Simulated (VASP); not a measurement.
# BaTa2Tl3 (P6/mmm) in VASP: further runs, part 2 of 2

VASP 6.6.1. Earlier steps stand in the parts before.

## 5. Relaxation of cell and atoms, PBE

File INCAR:

```
SYSTEM = BaTa2Tl3
ALGO = Normal
EDIFF = 1E-6
EDIFFG = -0.04
ENCUT = 600
GGA = PE
IBRION = 2
ISIF = 3
ISMEAR = 0
LASPH = .True.
LCHARG = .False.
LREAL = .False.
LWAVE = .False.
NELM = 60
NSW = 90
PREC = Accurate
SIGMA = 0.1
```

File KPOINTS:

```
k-points
0
Gamma
  3 3 4
  0 0 0
```

File POSCAR:

```
BaTa2Tl3
1.0
    6.6558579526      0.0000000000      0.0000000000
   -3.3279289763      5.7641420709      0.0000000000
    0.0000000000      0.0000000000      4.0528709275
Ba Ta Tl
1 2 3
Direct
    0.0000000000      0.0000000000      0.0000000000
    0.3333333333      0.6666666667      0.0000000000
    0.6666666667      0.3333333333      0.0000000000
    0.5000000000      0.0000000000      0.5000000000
    0.5000000000      0.5000000000      0.5000000000
    0.0000000000      0.5000000000      0.5000000000
```

Potentials or basis: VASP PAW PBE potentials, release 64 (Ba_sv, Ta_pv, Tl_d).

Command:

```sh
> cat potpaw_PBE.64/Ba_sv/POTCAR potpaw_PBE.64/Ta_pv/POTCAR potpaw_PBE.64/Tl_d/POTCAR > POTCAR
> mpirun -np 1 vasp_std > vasp.out
```

OUTCAR:

```text
SYSTEM = BaTa2Tl3
   EDIFF = 1E-6
   EDIFFG = -0.04
   ENCUT = 600
   GGA = PE
   IBRION = 2
   ISIF = 3
   ISMEAR = 0
   LASPH = .True.
   LREAL = .False.
   NELM = 60
   NSW = 90
   PREC = Accurate

 ion  position               nearest neighbor table
   1  0.000  0.000  0.000-   2 3.84   3 3.84   2 3.84   3 3.84   3 3.84   2 3.84   5 3.90   6 3.90
                             5 3.90   6 3.90   6 3.90   6 3.90   5 3.90   5 3.90   4 3.90   4 3.90
   2  0.333  0.667  0.000-   4 2.79   4 2.79   6 2.79   6 2.79   5 2.79   5 2.79   1 3.84   1 3.84
                             1 3.84
   3  0.667  0.333  0.000-   4 2.79   4 2.79   6 2.79   6 2.79   5 2.79   5 2.79   1 3.84   1 3.84
                             1 3.84
   4  0.500  0.000  0.500-   2 2.79   3 2.79   2 2.79   3 2.79   5 3.33   6 3.33   5 3.33   6 3.33
                             1 3.90   1 3.90   1 3.90   1 3.90
   5  0.500  0.500  0.500-   2 2.79   3 2.79   2 2.79   3 2.79   4 3.33   4 3.33   6 3.33   6 3.33
                             1 3.90   1 3.90   1 3.90   1 3.90
   6  0.000  0.500  0.500-   2 2.79   3 2.79   2 2.79   3 2.79   4 3.33   4 3.33   5 3.33   5 3.33
                             1 3.90   1 3.90   1 3.90   1 3.90

  LATTYP: Found a hexagonal cell.
 ALAT       =     6.6558579526
 C/A-ratio  =     0.6089178820

  Lattice vectors:

 A1 = (   6.6558579526,   0.0000000000,   0.0000000000)
 A2 = (  -3.3279289763,   5.7641420709,   0.0000000000)
 A3 = (   0.0000000000,   0.0000000000,   4.0528709275)

[... 175 lines left out ...]
  -------------------------------------------------------------------------------------
  Total        4.7990970      4.7990970     12.7907085      0.0000000     -0.0000000      0.0000000
  in kB       49.4502638     49.4502638    131.7964430      0.0000000     -0.0000000      0.0000000
  external PRESSURE =      76.8989902 kB  Pullay stress =       0.0000000 kB
[... 27 lines left out ...]
--------------------------------------- Ionic step        2  -------------------------------------------

 number of electron      70.9999995 magnetization

 E-fermi :   4.8683     XC(G=0):  -9.8097

 val. band max:        4.8402910177   @ k =   0.0000   0.0000   0.2500
 cond. band min:       4.8864396703   @ k =   0.3333   0.3333   0.2500
 fundamental gap:      0.0461486527
 Fermi energy:         4.8682896101

 k-point     1 :       0.0000    0.0000    0.0000
  band No.  band energies     occupation
      1     -30.4616      2.00000
      2     -30.4616      2.00000
      3     -30.4455      2.00000
      4     -30.4455      2.00000
      5     -30.4006      2.00000
      6     -30.4003      2.00000
[... 633 lines left out ...]
--------------------------------------- Ionic step        8  -------------------------------------------

 number of electron      70.9999989 magnetization

 Free energy of the ion-electron system (eV)
  ---------------------------------------------------
  ext. energy  EPLUGINS =         0.00000000
  ---------------------------------------------------
  free energy    TOTEN  =       -28.99118558 eV

  energy without entropy =      -28.97487335  energy(sigma->0) =      -28.98302946

 E-fermi :   5.9152     XC(G=0): -10.4840

 val. band max:        5.8891522056   @ k =   0.3333   0.3333   0.5000
 cond. band min:       5.9891190973   @ k =   0.3333   0.3333   0.5000
 fundamental gap:      0.0999668917
 Fermi energy:         5.9152336181

 k-point     1 :       0.0000    0.0000    0.0000
  band No.  band energies     occupation
      1     -29.2472      2.00000
      2     -29.2472      2.00000
      3     -29.2016      2.00000
      4     -29.2016      2.00000
      5     -29.1222      2.00000
      6     -29.1175      2.00000
[... 427 lines left out ...]
  FREE ENERGIE OF THE ION-ELECTRON SYSTEM (eV)
  ---------------------------------------------------
  free  energy   TOTEN  =       -28.9911855821 eV

  energy  without entropy=      -28.9748733476  energy(sigma->0) =      -28.98302946

 reached required accuracy - stopping structural energy minimisation
```

OSZICAR:

```text
N       E                     dE             d eps       ncg     rms          rms(c)
DAV:   1     0.593679697821E+03    0.59368E+03   -0.41070E+04   756   0.182E+03
DAV:   2    -0.349951038487E+01   -0.59718E+03   -0.58974E+03   854   0.437E+02
DAV:   3    -0.291607436649E+02   -0.25661E+02   -0.25272E+02   944   0.779E+01
[... 87 lines left out ...]
DAV:   3    -0.289956442176E+02    0.24183E-01   -0.44876E-02   850   0.104E+00    0.475E-01
DAV:   4    -0.289913441591E+02    0.43001E-02   -0.78823E-03   904   0.436E-01    0.172E-01
DAV:   5    -0.289911665967E+02    0.17756E-03   -0.10259E-03   956   0.144E-01    0.510E-02
DAV:   6    -0.289911854572E+02   -0.18860E-04   -0.73423E-05   874   0.381E-02    0.542E-03
DAV:   7    -0.289911855821E+02   -0.12498E-06   -0.24640E-06   674   0.706E-03
   8 F= -.28991186E+02 E0= -.28983029E+02  d E =-.257514E+00
```

Wall time 7.2 min (1 thread of Intel Xeon 6975P-C, shared host); peak memory 0.36 GiB.

What came out:

```
Free energy                            : -28.9912 eV
Relaxed volume                         : 26.81 Å³/atom
Relaxed cell                           : a = 6.311 Å, b = 6.311 Å, c = 4.663 Å, α = 90.00°, β = 90.00°, γ = 120.00°
Space group after relaxing (to 0.05 Å) : P6/mmm (No. 191)
Energy gained by relaxing              : 113.1 meV/atom
Ionic steps                            : 8
Pressure after relaxing                : -0.1 GPa
```

Stress tensor (GPa, compression positive):
```
-0.12  0.00  0.00
 0.00 -0.12  0.00
 0.00  0.00 -0.04
```

Step by step:
| step | energy change (eV) | largest force (eV/Å) | pressure (GPa) | volume (Å³) |
| --- | --- | --- | --- | --- |
| 1 | 0.0000 | 0.0000 | 7.69 | 155.49 |
| 2 | -0.1451 | 0.0000 | -5.69 | 184.97 |
| 3 | -0.4212 | 0.0000 | -0.97 | 170.76 |
| 4 | -0.5040 | 0.0000 | -0.93 | 168.94 |
| 5 | -0.6551 | 0.0000 | -0.49 | 163.58 |
| 6 | -0.2069 | 0.0000 | 3.20 | 150.87 |
| 7 | -0.6723 | 0.0000 | -0.30 | 162.14 |
| 8 | -0.6788 | 0.0000 | -0.09 | 160.83 |

Final structure:
```
Ba Ta Tl
1.0
     6.31098    0.00000    0.00000
    -3.15549    5.46547    0.00000
     0.00000    0.00000    4.66277
Ba Ta Tl
1 2 3
Direct
  0.00000 0.00000 0.00000
  0.33333 0.66667 0.00000
  0.66667 0.33333 0.00000
  0.50000 0.00000 0.50000
  0.50000 0.50000 0.50000
  0.00000 0.50000 0.50000
```

Caveat: the k points lie up to 0.38 Å⁻¹ apart in the final cell; spin-orbit coupling is left out, which moves the levels of the heavy elements.

## 6. Relaxation of cell and atoms, PBE

This run uses another cell than the first one, of 26.68 Å³/atom, 1.029 times its volume.

File INCAR:

```
SYSTEM = BaTa2Tl3
PREC = Accurate
ENCUT = 600
EDIFF = 1E-7
ISMEAR = 0
SIGMA = 0.1
LREAL = .False.
LASPH = .True.
NELM = 80
ALGO = Fast
ISIF = 3
LWAVE = .False.
LCHARG = .False.
GGA = PE
IBRION = 2
NSW = 100
EDIFFG = -0.01
```

File KPOINTS:

```
regular mesh
0
Gamma
  6 6 8
  0 0 0
```

Changes to POSCAR since step 5:

```diff
@@ -2,5 +2,5 @@
 1.0
-    6.6558579526      0.0000000000      0.0000000000
-   -3.3279289763      5.7641420709      0.0000000000
-    0.0000000000      0.0000000000      4.0528709275
+    6.2985121207      0.0000000000      0.0000000000
+   -3.1492560603      5.4546715026      0.0000000000
+    0.0000000000      0.0000000000      4.6586516240
 Ba Ta Tl
```

Potentials or basis: VASP PAW PBE potentials, release 64 (Ba_sv, Ta_pv, Tl_d).

Command:

```sh
> cat potpaw_PBE.64/Ba_sv/POTCAR potpaw_PBE.64/Ta_pv/POTCAR potpaw_PBE.64/Tl_d/POTCAR > POTCAR
> mpirun -np 1 vasp_std > vasp.out
```

OUTCAR:

```text
SYSTEM = BaTa2Tl3
   PREC = Accurate
   ENCUT = 600
   EDIFF = 1E-7
   ISMEAR = 0
   LREAL = .False.
   LASPH = .True.
   NELM = 80
   ISIF = 3
   GGA = PE
   IBRION = 2
   NSW = 100
   EDIFFG = -0.01

 ion  position               nearest neighbor table
   1  0.000  0.000  0.000-   2 3.64   3 3.64   3 3.64   2 3.64   3 3.64   2 3.64   4 3.92   4 3.92
                             4 3.92   4 3.92   6 3.92   6 3.92   6 3.92   6 3.92   5 3.92   5 3.92
   2  0.333  0.667  0.000-   6 2.95   6 2.95   4 2.95   4 2.95   5 2.95   5 2.95   1 3.64   1 3.64
                             1 3.64
   3  0.667  0.333  0.000-   6 2.95   6 2.95   4 2.95   4 2.95   5 2.95   5 2.95   1 3.64   1 3.64
                             1 3.64
   4  0.500  0.000  0.500-   2 2.95   3 2.95   2 2.95   3 2.95   5 3.15   5 3.15   6 3.15   6 3.15
                             1 3.92   1 3.92   1 3.92   1 3.92
   5  0.500  0.500  0.500-   2 2.95   3 2.95   2 2.95   3 2.95   6 3.15   6 3.15   4 3.15   4 3.15
                             1 3.92   1 3.92   1 3.92   1 3.92
   6  0.000  0.500  0.500-   2 2.95   3 2.95   2 2.95   3 2.95   5 3.15   5 3.15   4 3.15   4 3.15
                             1 3.92   1 3.92   1 3.92   1 3.92

  LATTYP: Found a hexagonal cell.
 ALAT       =     6.2985121207
 C/A-ratio  =     0.7396431943

  Lattice vectors:

 A1 = (   6.2985121207,   0.0000000000,   0.0000000000)
 A2 = (  -3.1492560603,   5.4546715026,   0.0000000000)
 A3 = (   0.0000000000,   0.0000000000,   4.6586516240)

Analysis of symmetry for initial positions (statically):
=====================================================================
 Subroutine PRICEL returns:
 Original cell was already a primitive cell.

 Routine SETGRP: Setting up the symmetry group for a
 hexagonal supercell.

 Subroutine GETGRP returns: Found 24 space group operations
 (whereof 24 operations were pure point group operations)
 out of a pool of 24 trial point group operations.

The static configuration has the point symmetry D_6h.

Analysis of symmetry for dynamics (positions and initial velocities):
=====================================================================
 Subroutine PRICEL returns:
 Original cell was already a primitive cell.

 Routine SETGRP: Setting up the symmetry group for a
 hexagonal supercell.

 Subroutine GETGRP returns: Found 24 space group operations
 (whereof 24 operations were pure point group operations)
 out of a pool of 24 trial point group operations.

The dynamic configuration has the point symmetry D_6h.

 Subroutine INISYM returns: Found 24 space group operations
 (whereof 24 operations are pure point group operations),
 and found     1 'primitive' translations

----------------------------------------------------------------------------------------

                                     Primitive cell

  volume of cell :     160.0541

  direct lattice vectors                    reciprocal lattice vectors
     6.298512121  0.000000000  0.000000000     0.158767655  0.091664548  0.000000000
    -3.149256060  5.454671503  0.000000000     0.000000000  0.183329097  0.000000000
     0.000000000  0.000000000  4.658651624     0.000000000  0.000000000  0.214654385

  length of vectors
     6.298512121  6.298512121  4.658651624     0.183329097  0.183329097  0.214654385

  position of ions in fractional coordinates (direct lattice)
     0.000000000  0.000000000  0.000000000
[... 69 lines left out ...]
   number of dos      NEDOS =    301   number of ions     NIONS =      6
   total plane-waves  NPLWV = 100000
   dimension x,y,z NGX =    50 NGY =   50 NGZ =   40
   dimension x,y,z NGXF=   100 NGYF=  100 NGZF=   80
   ions per type =               1   2   3
   NGX,Y,Z   is equivalent  to a cutoff of  13.20, 13.20, 14.27 a.u.
   NGXF,Y,Z  is equivalent  to a cutoff of  26.39, 26.39, 28.55 a.u.
 SYSTEM =  BaTa2Tl3
   PREC   = accura    normal or accurate (medium, high low for compatibility)
   ISTART =      0    job   : 0-new  1-cont  2-samecut
   ICHARG =      2    charge: 1-file 2-atom 10-const
   ISPIN  =      1    spin polarized calculation?
   LNONCOLLINEAR =      F non collinear calculations
   LSORBIT =      F    spin-orbit coupling
   LASPH  =      T    aspherical Exc in radial PAW
   ENCUT  =  600.0 eV  44.10 Ry    6.64 a.u.  12.58 12.58  9.30*2*pi/ulx,y,z
   NELM   =     80;   NELMIN=  2; NELMDL= -5     # of ELM steps
   EDIFF  = 0.1E-06   stopping-criterion for ELM
   LREAL  =      F    real-space projection
   EDIFFG = -.1E-01   stopping-criterion for IOM
   NSW    =    100    number of steps for IOM
   IBRION =      2    ionic relax: 0-MD 1-quasi-New 2-CG
   NFREE  =      1    steps in history (QN), initial steepest desc. (CG)
   ISIF   =      3    stress and relaxation
   ISYM   =      2    0-nonsym 1-usesym 2-fastsym
   POTIM  = 0.5000    time-step for ionic-motion
   TEBEG  =    0.0;   TEEND  =   0.0 temperature during run
   PSTRESS=    0.0 pullay stress
   NELECT =      71.0000    total number of electrons
   NUPDOWN=      -1.0000    fix difference up-down
   EMIN   =  10.00;   EMAX   =-10.00  energy-range for DOS
   EFERMI =   0.00;   METHOD = LEGACY
   ISMEAR =     0;   SIGMA  =   0.10  broadening in eV -4-tet -1-fermi 0-gaus
   EFERMI_NEDOS =   21; number of points for ismear=-14 and -15
   IALGO  =     68    algorithm
   IMIX   =      4    mixing-type and parameters
     AMIX     =   0.40;   BMIX     =  1.00
     AMIX_MAG =   1.60;   BMIX_MAG =  1.00
  volume/ion in A,a.u.               =      26.68       180.02
  Fermi-wavevector in a.u.,A,eV,Ry     =   1.248548  2.359414 21.209753  1.558873
  Thomas-Fermi vector in A             =   2.382630
   LORBIT       =      0    0 simple, 1 ext, 2 COOP (PROOUT), +10 PAW based schemes
   GGA     = PE    functional components
   LHFCALC =     F    Hartree Fock is set to
   AEXX    =    0.0000 exact exchange contribution
   IVDW    =     0    specifies the selected vdW correction
   LEPSILON=     F    determine dielectric tensor
   LRPA    =     F    only Hartree local field effects (RPA)
 conjugate gradient relaxation of ions
 non-spin polarized calculation
 RMM-DIIS sequential band-by-band and
 Gauss-broadening in eV      SIGMA  =   0.10
  energy-cutoff  :      600.00
  volume of cell :      160.05
 maximum number of plane-waves:      5389
   NGX = 25   NGY = 25   NGZ = 19

--------------------------------------- Ionic step        1  -------------------------------------------

 number of electron      71.0000000 magnetization

 Free energy of the ion-electron system (eV)
  ---------------------------------------------------
  ext. energy  EPLUGINS =         0.00000000
  ---------------------------------------------------
  free energy    TOTEN  =       -29.02134984 eV

  energy without entropy =      -28.99687806  energy(sigma->0) =      -29.00911395

------------------------ aborting loop because EDIFF is reached ----------------------------------------

  FORCE on cell =-STRESS in cart. coord.  units (eV):
  Direction    XX          YY          ZZ          XY          YZ          ZX
  --------------------------------------------------------------------------------------
  -------------------------------------------------------------------------------------
  Total        0.1698864      0.1698864      0.2236796      0.0000000     -0.0000000      0.0000000
  in kB        1.7006012      1.7006012      2.2390827      0.0000000     -0.0000000      0.0000000
  external PRESSURE =       1.8800950 kB  Pullay stress =       0.0000000 kB
[... 67 lines left out ...]
--------------------------------------- Ionic step        3  -------------------------------------------

 number of electron      70.9999999 magnetization

 Free energy of the ion-electron system (eV)
  ---------------------------------------------------
  ext. energy  EPLUGINS =         0.00000000
  ---------------------------------------------------
  free energy    TOTEN  =       -29.02156973 eV

  energy without entropy =      -28.99707061  energy(sigma->0) =      -29.00932017

 E-fermi :   5.9345     XC(G=0): -10.4962

 val. band max:        5.9218159566   @ k =   0.3333   0.1667   0.2500
 cond. band min:       5.9734047869   @ k =   0.5000  -0.0000   0.2500
 fundamental gap:      0.0515888303
 Fermi energy:         5.9344970046

 k-point     1 :       0.0000    0.0000    0.0000
  band No.  band energies     occupation
      1     -29.2000      2.00000
      2     -29.2000      2.00000
      3     -29.1537      2.00000
      4     -29.1537      2.00000
      5     -29.0841      2.00000
      6     -29.0794      2.00000
[... 1069 lines left out ...]
     41       7.4362      0.00000
     42       7.4665      0.00000

 [... further k-points ...]

------------------------ aborting loop because EDIFF is reached ----------------------------------------

  FORCE on cell =-STRESS in cart. coord.  units (eV):
  Direction    XX          YY          ZZ          XY          YZ          ZX
  --------------------------------------------------------------------------------------
  -------------------------------------------------------------------------------------
  Total        0.0172801      0.0172801     -0.0107682      0.0000000     -0.0000000     -0.0000000
  in kB        0.1725727      0.1725727     -0.1075392      0.0000000     -0.0000000     -0.0000000
  external PRESSURE =       0.0792021 kB  Pullay stress =       0.0000000 kB
[... 21 lines left out ...]
  FREE ENERGIE OF THE ION-ELECTRON SYSTEM (eV)
  ---------------------------------------------------
  free  energy   TOTEN  =       -29.0215697285 eV

  energy  without entropy=      -28.9970706058  energy(sigma->0) =      -29.00932017

 reached required accuracy - stopping structural energy minimisation
```

It took 14 min on 1 thread of Intel Xeon 6975P-C, shared host; peak memory 0.51 GiB.

Results:

```
Free energy                            : -29.0216 eV
Relaxed volume                         : 26.74 Å³/atom
Relaxed cell                           : a = 6.303 Å, b = 6.303 Å, c = 4.663 Å, α = 90.00°, β = 90.00°, γ = 120.00°
Space group after relaxing (to 0.05 Å) : P6/mmm (No. 191)
Energy gained by relaxing              : 0.0 meV/atom
Ionic steps                            : 3
Pressure after relaxing                : 0.0 GPa
```

The path:
| step | energy change (eV) | largest force (eV/Å) | pressure (GPa) | volume (Å³) |
| --- | --- | --- | --- | --- |
| 1 | 0.0000 | 0.0000 | 0.19 | 160.05 |
| 2 | 0.0000 | 0.0000 | -0.16 | 160.78 |
| 3 | -0.0002 | 0.0000 | 0.01 | 160.43 |

Final structure:
```xyz
6
Lattice="6.3030 0.0000 0.0000 -3.1515 5.4585 0.0000 0.0000 0.0000 4.6630" Properties=species:S:1:pos:R:3 pbc="T T T"
Ba   -3.1515    5.4585    4.6630
Ta    0.0000    3.6390    0.0000
Ta    3.1515    1.8195    4.6630
Tl    0.0000    5.4585    2.3315
Tl    1.5757    2.7293    2.3315
Tl   -1.5757    2.7293    2.3315
```

Caveat: spin-orbit coupling is left out, which moves the levels of the heavy elements.

## 7. Overview

| task | cell | k mesh | cutoff (eV) | gap on the mesh (eV) | pressure (GPa) | relaxed volume (Å³/atom) |
| --- | --- | --- | --- | --- | --- | --- |
| single point | a = 6.656, b = 6.656, c = 4.053 Å, angles 90.0, 90.0, 120.0°, 6 atoms | 3 × 3 × 4 | 520 | none | 7.7 | - |
| single point | a = 6.299, b = 6.299, c = 4.659 Å, angles 90.0, 90.0, 120.0°, 6 atoms | 3 × 3 × 4 | 520 | none | 0.2 | - |
| single point | a = 6.283, b = 6.283, c = 4.673 Å, angles 90.0, 90.0, 120.0°, 6 atoms | 6 × 6 × 8 | 520 | none | 0.2 | - |
| relaxation of cell and atoms | relaxed from a = 6.656, b = 6.656, c = 4.053 Å, angles 90.0, 90.0, 120.0°, 6 atoms | 3 × 3 × 4 | 600 | none | -0.1 | 26.81 |
| relaxation of cell and atoms | relaxed from a = 6.299, b = 6.299, c = 4.659 Å, angles 90.0, 90.0, 120.0°, 6 atoms | 6 × 6 × 8 | 600 | none | 0.0 | 26.74 |

Alike in all rows: level PBE; potentials or basis VASP PAW PBE potentials, release 64 (Ba_sv, Ta_pv, Tl_d); no spin polarisation; smearing gaussian 0.1 eV.

Caveats: some runs use coarse meshes; spin-orbit coupling is left out, which moves the levels of the heavy elements.

Total energies depend on the potentials used, so only differences within one code and one set of settings carry meaning.
